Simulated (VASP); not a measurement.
# Zn2CdTe3 (P6_3mc) in VASP: notebook

The runs below take Zn2CdTe3 through single point, with PBE.

All numbers are computed with VASP 6.6.1; they aren't measurements. Logs are shortened: lines on timing, memory, paths and dates and some standing lists are left out, and cuts for length are marked.

### 1 The cell of the first run

The structure is hexagonal, space group P6_3mc (No. 186). Conventional cell: a = 4.457 Å, b = 4.457 Å, c = 22.111 Å, α = 90.00°, β = 90.00°, γ = 120.00°. Within 3.5 Å of Zn (site symmetry 3m) lie 4 Te at 2.69 to 2.71 Å. Zn (site symmetry 3m) has 4 Te at 2.68 to 2.71 Å within 3.5 Å. Within 3.7 Å of Cd (site symmetry 3m) lie 4 Te at 2.81 to 2.85 Å. Within 3.5 Å of Te (site symmetry 3m) lie 4 Zn at 2.69 to 2.71 Å. Within 3.6 Å of Te (site symmetry 3m) lie 3 Zn at 2.71 Å and 1 Cd at 2.85 Å. Te (site symmetry 3m) has 1 Zn at 2.68 Å and 3 Cd at 2.81 Å within 3.5 Å.

### 2 Single point, PBE

The input, INCAR:

```
SYSTEM = Zn2CdTe3
PREC = Accurate
ENCUT = 520
EDIFF = 1E-6
ISMEAR = 0
SIGMA = 0.1
LREAL = .FALSE.
LASPH = .TRUE.
NELM = 100
ALGO = Normal
ISIF = 2
LWAVE = .FALSE.
LCHARG = .FALSE.
GGA = PE
NBANDS = 66
```

The input, KPOINTS:

```
Automatic mesh
0
G
  6 6 1
  0 0 0
```

The input, POSCAR:

```
Zn2CdTe3
1.0
    4.4572322000      0.0000000000      0.0000000000
   -2.2286161000      3.8600763000      0.0000000000
    0.0000000000      0.0000000000     22.1114411000
Zn Cd Te
4 2 6
Direct
    0.3333333000      0.6666667000      0.0031390000
    0.3333333000      0.6666667000      0.6632750000
    0.6666667000      0.3333333000      0.1632750000
    0.6666667000      0.3333333000      0.5031390000
    0.3333333000      0.6666667000      0.3354000000
    0.6666667000      0.3333333000      0.8354000000
    0.3333333000      0.6666667000      0.1246060000
    0.3333333000      0.6666667000      0.4642730000
    0.3333333000      0.6666667000      0.7843070000
    0.6666667000      0.3333333000      0.2843070000
    0.6666667000      0.3333333000      0.6246060000
    0.6666667000      0.3333333000      0.9642730000
```

Potentials or basis: VASP PAW PBE potentials, release 64 (Zn, Cd, Te).

Started as:

```console
$ cat potpaw_PBE.64/Zn/POTCAR potpaw_PBE.64/Cd/POTCAR potpaw_PBE.64/Te/POTCAR > POTCAR
$ mpirun -np 1 vasp_std > vasp.out
```

OUTCAR:

```text
SYSTEM = Zn2CdTe3
   PREC = Accurate
   ENCUT = 520
   EDIFF = 1E-6
   ISMEAR = 0
   LREAL = .FALSE.
   LASPH = .TRUE.
   NELM = 100
   ISIF = 2
   GGA = PE

 ion  position               nearest neighbor table
   1  0.333  0.667  0.003-   7 2.69  12 2.71  12 2.71  12 2.71
   2  0.333  0.667  0.663-   9 2.68  11 2.71  11 2.71  11 2.71
   3  0.667  0.333  0.163-  10 2.68   7 2.71   7 2.71   7 2.71
   4  0.667  0.333  0.503-  11 2.69   8 2.71   8 2.71   8 2.71
   5  0.333  0.667  0.335-  10 2.81  10 2.81  10 2.81   8 2.85
   6  0.667  0.333  0.835-   9 2.81   9 2.81   9 2.81  12 2.85
   7  0.333  0.667  0.125-   1 2.69   3 2.71   3 2.71   3 2.71
   8  0.333  0.667  0.464-   4 2.71   4 2.71   4 2.71   5 2.85
   9  0.333  0.667  0.784-   2 2.68   6 2.81   6 2.81   6 2.81
  10  0.667  0.333  0.284-   3 2.68   5 2.81   5 2.81   5 2.81
  11  0.667  0.333  0.625-   4 2.69   2 2.71   2 2.71   2 2.71
  12  0.667  0.333  0.964-   1 2.71   1 2.71   1 2.71   6 2.85

  LATTYP: Found a hexagonal cell.
 ALAT       =     4.4572322000
 C/A-ratio  =     4.9608008082

  Lattice vectors:

 A1 = (   4.4572322000,   0.0000000000,   0.0000000000)
 A2 = (  -2.2286161000,   3.8600763000,   0.0000000000)
 A3 = (   0.0000000000,   0.0000000000,  22.1114411000)

Analysis of symmetry for initial positions (statically):
=====================================================================
 Subroutine PRICEL returns:
 Original cell was already a primitive cell.

 Routine SETGRP: Setting up the symmetry group for a
 hexagonal supercell.

 Subroutine GETGRP returns: Found 12 space group operations
 (whereof  6 operations were pure point group operations)
 out of a pool of 24 trial point group operations.

The static configuration has the point symmetry C_3v.
 The point group associated with its full space group is C_6v.

Analysis of symmetry for dynamics (positions and initial velocities):
=====================================================================
 Subroutine PRICEL returns:
 Original cell was already a primitive cell.

 Routine SETGRP: Setting up the symmetry group for a
 hexagonal supercell.

 Subroutine GETGRP returns: Found 12 space group operations
 (whereof  6 operations were pure point group operations)
 out of a pool of 24 trial point group operations.

The dynamic configuration has the point symmetry C_3v.
 The point group associated with its full space group is C_6v.

 Subroutine INISYM returns: Found 12 space group operations
 (whereof  6 operations are pure point group operations),
 and found     1 'primitive' translations

----------------------------------------------------------------------------------------

                                     Primitive cell

  volume of cell :     380.4330

  direct lattice vectors                    reciprocal lattice vectors
     4.457232200  0.000000000  0.000000000     0.224354477  0.129531118  0.000000000
    -2.228616100  3.860076300  0.000000000     0.000000000  0.259062237  0.000000000
     0.000000000  0.000000000 22.111441100     0.000000000  0.000000000  0.045225456

  length of vectors
     4.457232200  4.457232186 22.111441100     0.259062236  0.259062237  0.045225456

  position of ions in fractional coordinates (direct lattice)
     0.333333300  0.666666700  0.003139000
     0.333333300  0.666666700  0.663275000
     0.666666700  0.333333300  0.163275000
     0.666666700  0.333333300  0.503139000
     0.333333300  0.666666700  0.335400000
     0.666666700  0.333333300  0.835400000
     0.333333300  0.666666700  0.124606000
     0.333333300  0.666666700  0.464273000
     0.333333300  0.666666700  0.784307000
     0.666666700  0.333333300  0.284307000
     0.666666700  0.333333300  0.624606000
     0.666666700  0.333333300  0.964273000

  ion indices of the primitive-cell ions
   primitive index   ion index
                 1           1
                 2           2
                 3           3
                 4           4
                 5           5
                 6           6
                 7           7
                 8           8
                 9           9
                10          10
                11          11
                12          12

----------------------------------------------------------------------------------------

 KPOINTS: Automatic mesh

Automatic generation of k-mesh.
 Grid dimensions read from file:
 generate k-points for:    6    6    1

 Generating k-lattice:

  Cartesian coordinates                     Fractional coordinates (reciprocal lattice)
     0.037392413  0.021588520  0.000000000     0.166666667 -0.000000000  0.000000000
     0.000000000  0.043177039  0.000000000     0.000000000  0.166666667  0.000000000
     0.000000000  0.000000000  0.045225456     0.000000000  0.000000000  1.000000000

  Length of vectors
     0.043177039  0.043177039  0.045225456

  Shift w.r.t. Gamma in fractional coordinates (k-lattice)
     0.000000000  0.000000000  0.000000000

 Subroutine IBZKPT returns following result:
 ===========================================

 Found      7 irreducible k-points:

 Following reciprocal coordinates:
            Coordinates               Weight
  0.000000  0.000000  0.000000      1.000000
  0.166667  0.000000  0.000000      6.000000
  0.333333  0.000000  0.000000      6.000000
  0.500000  0.000000  0.000000      3.000000
  0.166667  0.166667  0.000000      6.000000
  0.333333  0.166667  0.000000     12.000000
  0.333333  0.333333  0.000000      2.000000
   k-points           NKPTS =      7   k-points in BZ     NKDIM =      7   number of bands    NBANDS=     66
   number of dos      NEDOS =    301   number of ions     NIONS =     12
   total plane-waves  NPLWV = 217728
   dimension x,y,z NGX =    36 NGY =   36 NGZ =  168
   dimension x,y,z NGXF=    72 NGYF=   72 NGZF=  336
   ions per type =               4   2   6
   NGX,Y,Z   is equivalent  to a cutoff of  13.43, 13.43, 12.63 a.u.
   NGXF,Y,Z  is equivalent  to a cutoff of  26.85, 26.85, 25.26 a.u.
 SYSTEM =  Zn2CdTe3
   PREC   = accura    normal or accurate (medium, high low for compatibility)
   ISTART =      0    job   : 0-new  1-cont  2-samecut
   ICHARG =      2    charge: 1-file 2-atom 10-const
   ISPIN  =      1    spin polarized calculation?
   LNONCOLLINEAR =      F non collinear calculations
   LSORBIT =      F    spin-orbit coupling
   LASPH  =      T    aspherical Exc in radial PAW
   ENCUT  =  520.0 eV  38.22 Ry    6.18 a.u.   8.29  8.29 41.11*2*pi/ulx,y,z
   NELM   =    100;   NELMIN=  2; NELMDL= -5     # of ELM steps
   EDIFF  = 0.1E-05   stopping-criterion for ELM
   LREAL  =      F    real-space projection
   EDIFFG = 0.1E-04   stopping-criterion for IOM
   NSW    =      0    number of steps for IOM
   IBRION =     -1    ionic relax: 0-MD 1-quasi-New 2-CG
   NFREE  =      0    steps in history (QN), initial steepest desc. (CG)
   ISIF   =      2    stress and relaxation
   ISYM   =      2    0-nonsym 1-usesym 2-fastsym
   POTIM  = 0.5000    time-step for ionic-motion
   TEBEG  =    0.0;   TEEND  =   0.0 temperature during run
   PSTRESS=    0.0 pullay stress
   NELECT =     108.0000    total number of electrons
   NUPDOWN=      -1.0000    fix difference up-down
   EMIN   =  10.00;   EMAX   =-10.00  energy-range for DOS
   EFERMI =   0.00;   METHOD = LEGACY
   ISMEAR =     0;   SIGMA  =   0.10  broadening in eV -4-tet -1-fermi 0-gaus
   EFERMI_NEDOS =   21; number of points for ismear=-14 and -15
   IALGO  =     38    algorithm
   IMIX   =      4    mixing-type and parameters
     AMIX     =   0.40;   BMIX     =  1.00
     AMIX_MAG =   1.60;   BMIX_MAG =  1.00
  volume/ion in A,a.u.               =      31.70       213.94
  Fermi-wavevector in a.u.,A,eV,Ry     =   1.075945  2.033241 15.750885  1.157657
  Thomas-Fermi vector in A             =   2.211816
   LORBIT       =      0    0 simple, 1 ext, 2 COOP (PROOUT), +10 PAW based schemes
   GGA     = PE    functional components
   LHFCALC =     F    Hartree Fock is set to
   AEXX    =    0.0000 exact exchange contribution
   IVDW    =     0    specifies the selected vdW correction
   LEPSILON=     F    determine dielectric tensor
   LRPA    =     F    only Hartree local field effects (RPA)
 non-spin polarized calculation
 Gauss-broadening in eV      SIGMA  =   0.10
  energy-cutoff  :      520.00
  volume of cell :      380.43
 maximum number of plane-waves:     10262
 NGX is ok and might be reduce to    36
   NGX = 17   NGY = 17   NGZ = 83

 number of electron     107.9999945 magnetization

 Free energy of the ion-electron system (eV)
  ---------------------------------------------------
  ext. energy  EPLUGINS =         0.00000000
  ---------------------------------------------------
  free energy    TOTEN  =       -30.08036520 eV

  energy without entropy =      -30.08036519  energy(sigma->0) =      -30.08036519

 E-fermi :   2.9444     XC(G=0):  -8.6100

 val. band max:        2.5761286731   @ k =   0.0000   0.0000   0.0000
 cond. band min:       3.3033873130   @ k =   0.0000   0.0000   0.0000
 fundamental gap:      0.7272586399
 Fermi energy:         2.9444140338

 k-point     1 :       0.0000    0.0000    0.0000
  band No.  band energies     occupation
      1      -8.8572      2.00000
      2      -8.7920      2.00000
      3      -8.5864      2.00000
      4      -8.4245      2.00000
      5      -8.2619      2.00000
      6      -8.1648      2.00000
[... 58 lines left out ...]
     65       6.9428      0.00000
     66       7.0944      0.00000

 k-point     2 :       0.1667    0.0000    0.0000
  band No.  band energies     occupation
      1      -8.7249      2.00000
      2      -8.6637      2.00000
      3      -8.4798      2.00000
      4      -8.3323      2.00000
      5      -8.1905      2.00000
      6      -8.1050      2.00000
[... 58 lines left out ...]
     65       7.2169      0.00000
     66       7.2371      0.00000

 k-point     3 :       0.3333    0.0000    0.0000
  band No.  band energies     occupation
      1      -8.4134      2.00000
      2      -8.3642      2.00000
      3      -8.2507      2.00000
      4      -8.1477      2.00000
      5      -8.0532      2.00000
      6      -8.0012      2.00000
[... 58 lines left out ...]
     65       7.3666      0.00000
     66       7.5504      0.00000

 k-point     4 :       0.5000    0.0000    0.0000
  band No.  band energies     occupation
      1      -8.2077      2.00000
      2      -8.1710      2.00000
      3      -8.1244      2.00000
      4      -8.0642      2.00000
      5      -8.0011      2.00000
      6      -7.9789      2.00000
[... 58 lines left out ...]
     65       6.7845      0.00000
     66       7.5584      0.00000

 k-point     5 :       0.1667    0.1667    0.0000
  band No.  band energies     occupation
      1      -8.5002      2.00000
      2      -8.4472      2.00000
      3      -8.3106      2.00000
      4      -8.1934      2.00000
      5      -8.0860      2.00000
      6      -8.0236      2.00000
[... 58 lines left out ...]
     65       7.1714      0.00000
     66       7.1963      0.00000

 k-point     6 :       0.3333    0.1667    0.0000
  band No.  band energies     occupation
      1      -8.2142      2.00000
      2      -8.1779      2.00000
      3      -8.1260      2.00000
      4      -8.0661      2.00000
      5      -7.9986      2.00000
      6      -7.9763      2.00000
[... 58 lines left out ...]
     65       7.1858      0.00000
     66       7.5246      0.00000

 k-point     7 :       0.3333    0.3333    0.0000
  band No.  band energies     occupation
      1      -8.0619      2.00000
      2      -8.0619      2.00000
      3      -8.0326      2.00000
      4      -8.0326      2.00000
      5      -8.0150      2.00000
      6      -8.0150      2.00000
[... 58 lines left out ...]
     65       8.0562      0.00000
     66       8.3618      0.00000

------------------------ aborting loop because EDIFF is reached ----------------------------------------

  FORCE on cell =-STRESS in cart. coord.  units (eV):
  Direction    XX          YY          ZZ          XY          YZ          ZX
  --------------------------------------------------------------------------------------
  -------------------------------------------------------------------------------------
  Total        0.1981522      0.1981522      0.2552624      0.0000000      0.0000000     -0.0000000
  in kB        0.8345094      0.8345094      1.0750267      0.0000000      0.0000000     -0.0000000
  external PRESSURE =       0.9146818 kB  Pullay stress =       0.0000000 kB

 VOLUME and BASIS-vectors are now :
 -----------------------------------------------------------------------------
  energy-cutoff  :      520.00
  volume of cell :      380.43
      direct lattice vectors                 reciprocal lattice vectors
     4.457232200  0.000000000  0.000000000     0.224354477  0.129531118  0.000000000
    -2.228616100  3.860076300  0.000000000     0.000000000  0.259062237  0.000000000
     0.000000000  0.000000000 22.111441100     0.000000000  0.000000000  0.045225456

 POSITION                                       TOTAL-FORCE (eV/Angst)
 -----------------------------------------------------------------------------------
     -0.00000      2.57338      0.06941        -0.000000     -0.000000     -0.001668
     -0.00000      2.57338     14.66597         0.000000     -0.000000     -0.001235
      2.22862      1.28669      3.61025        -0.000000      0.000000     -0.001235
      2.22862      1.28669     11.12513         0.000000      0.000000     -0.001668
     -0.00000      2.57338      7.41618        -0.000000      0.000000      0.002956
      2.22862      1.28669     18.47190         0.000000     -0.000000      0.002956
     -0.00000      2.57338      2.75522         0.000000     -0.000000      0.001032
     -0.00000      2.57338     10.26575        -0.000000      0.000000      0.005607
     -0.00000      2.57338     17.34216         0.000000      0.000000     -0.006691
      2.22862      1.28669      6.28644        -0.000000     -0.000000     -0.006691
      2.22862      1.28669     13.81094        -0.000000      0.000000      0.001032
      2.22862      1.28669     21.32147         0.000000     -0.000000      0.005607
 -----------------------------------------------------------------------------------
    total drift:                                0.000059     -0.000034      0.003478

  FREE ENERGIE OF THE ION-ELECTRON SYSTEM (eV)
  ---------------------------------------------------
  free  energy   TOTEN  =       -30.0803651970 eV

  energy  without entropy=      -30.0803651890  energy(sigma->0) =      -30.08036519
```

Run time: 5.3 min. Hardware: 1 thread of Intel Xeon 6975P-C, shared host; peak memory 0.58 GiB.

Results:

| Property | Result |
| --- | --- |
| Free energy | -30.0804 eV |
| Pressure | 0.1 GPa |
| Largest force | 0.007 eV/Å |
| Band gap on the k mesh | 0.73 eV, direct |

Forces in eV/Å, atoms in the order of the input:
```
Zn   0.000  0.000 -0.002
Zn   0.000  0.000 -0.001
Zn   0.000  0.000 -0.001
Zn   0.000  0.000 -0.002
Cd   0.000  0.000  0.003
Cd   0.000  0.000  0.003
Te   0.000  0.000  0.001
Te   0.000  0.000  0.006
Te   0.000  0.000 -0.007
Te   0.000  0.000 -0.007
Te   0.000  0.000  0.001
Te   0.000  0.000  0.006
```

Caveat: spin-orbit coupling is left out, which moves the levels of the heavy elements.

[end of part 1 of 2]
